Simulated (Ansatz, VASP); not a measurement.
## Two plane-wave programs on Te2Mo

INCAR

```
SYSTEM = Te2Mo
PREC = Accurate
ENCUT = 520
EDIFF = 1E-7
ISMEAR = 0
SIGMA = 0.05
LREAL = .FALSE.
LASPH = .TRUE.
NELM = 100
ALGO = Normal
ISIF = 2
LWAVE = .FALSE.
LCHARG = .TRUE.
LELF = .TRUE.
LVHAR = .TRUE.
NBANDS = 20
```

KPOINTS

```
regular mesh
0
G
  12 12 2
  0 0 0
```

POSCAR

```
Te2Mo
1.0
    3.5602328140      0.0000000000      0.0000000000
   -1.7801164070      3.0832520603      0.0000000000
    0.0000000000      0.0000000000     17.5240578200
Te Mo
2 1
Direct
    0.3333333333      0.6666666667      0.8978554500
    0.3333333333      0.6666666667      0.1021445500
   -0.1329140833     -0.0972998620      0.0000000000
```

Input for Ansatz:

```yaml
crystal:
  lattice:
    - [3.560232814, 0.0, 0.0]
    - [-1.780116407, 3.0832520603, 0.0]
    - [0.0, 0.0, 17.52405782]
  atoms:
    - { symbol: Te, position: [0.3333333333, 0.6666666667, 0.89785545] }
    - { symbol: Te, position: [0.3333333333, 0.6666666667, 0.10214455] }
    - { symbol: Mo, position: [-0.1329140833, -0.097299862, 0.0] }
basis:
  ecutwfc: 420
kpoints:
  mp_grid: { grid: [12, 12, 2] }
hamiltonian:
  xc: lda
scf:
  occupations: { method: gaussian, width: 0.05 }
output:
  forces: true
  stress: true
  eigenvalues: true
```

Alike in both runs: task single point; functional LDA; k mesh 12 × 12 × 2; occupations gaussian, width 0.05 eV; no spin polarisation.

|  | VASP | Ansatz |
| --- | --- | --- |
| version | VASP 6.6.1 | Ansatz 0.2.0 |
| potentials or method | VASP PAW LDA potentials, release 64 (Te, Mo_sv), cutoff 520 eV | scalar-relativistic, plane waves, PAW |
| valence electrons in the cell | 26 | 46 |

VASP gave:

* gap on the k mesh at the Fermi level (eV): 0.36
* least direct gap on the mesh (eV): 0.64
* rms of the force components (eV/Å): 2.490

Problem. What did Ansatz give for the same quantities?

Solution. gap on the k mesh at the Fermi level (eV): 0.36; least direct gap on the mesh (eV): 0.64; rms of the force components (eV/Å): 2.481.

LDA's correlation is that of Perdew and Zunger in VASP and of Perdew and Wang (1992) in Ansatz. Atom by atom the forces differ by 0.023 eV/Å (rms over components). VASP's potentials hold 26 valence electrons a cell and Ansatz's 46, so a difference there can come from the potentials and not from the codes.

Spin-orbit coupling is off throughout.
